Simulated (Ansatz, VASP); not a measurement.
# SnSe2: VASP beside Ansatz

```
Sn Se
1.0
     3.81907    0.00000    0.00000
    -1.90953    3.30741    0.00000
     0.00000    0.00000    6.14877
Sn Se
1 2
Direct
  0.00000 0.00000 0.00000
  0.33333 0.66667 0.25803
  0.66667 0.33333 0.74197
```

Alike in both runs: task single point; functional PBEsol; k mesh 12 × 12 × 6; occupations gaussian, width 0.02 eV; no spin polarisation.

```csv
,VASP,Ansatz
version,VASP 6.6.1,Ansatz 0.2.0
potentials or method,"VASP PAW PBE potentials, release 64 (Sn_d, Se), cutoff 520 eV","scalar-relativistic, plane waves, PAW"
valence electrons in the cell,26,46
```

```csv
,VASP,Ansatz,Ansatz less VASP
gap on the k mesh at the Fermi level (eV),0.48,0.48,+0.005
least direct gap on the mesh (eV),0.97,0.98,+0.010
```

VASP's potentials were made for PBE, not for PBEsol. The functional is the same, so the differences come from potentials, cutoffs and numerics. VASP's potentials hold 26 valence electrons a cell and Ansatz's 46, so a difference there can come from the potentials and not from the codes.
